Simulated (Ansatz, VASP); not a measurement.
## Two plane-wave programs on GaN

```
Ga N
1.0
     3.15181    0.00000    0.00000
    -1.57590    2.72955    0.00000
     0.00000    0.00000    5.13841
Ga N
2 2
Direct
  0.33333 0.66667 0.99930
  0.66667 0.33333 0.49930
  0.33333 0.66667 0.37570
  0.66667 0.33333 0.87570
```

Alike in both runs: functional LDA; k mesh 12 × 12 × 6; occupations gaussian, width 0.02 eV; no spin polarisation.

Ansatz relaxed the structure, and its values are those at the end. VASP's run is a single point on that final structure, the one shown.

|  | VASP | Ansatz |
| --- | --- | --- |
| version | VASP 6.6.1 | Ansatz 0.2.0 |
| potentials or method | VASP PAW LDA potentials, release 64 (Ga_d, N), cutoff 520 eV | scalar-relativistic, plane waves, PAW |
| valence electrons in the cell | 36 | 36 |

VASP gave:

```
gap on the k mesh at the Fermi level (eV) : 2.15
least direct gap on the mesh (eV)         : 2.15
pressure (GPa)                            : 1.1
```

Task: Which values does Ansatz return?

Result: gap on the k mesh at the Fermi level (eV): 2.13; least direct gap on the mesh (eV): 2.13; pressure (GPa): 0.0.

LDA's correlation is that of Perdew and Zunger in VASP and of Perdew and Wang (1992) in Ansatz.
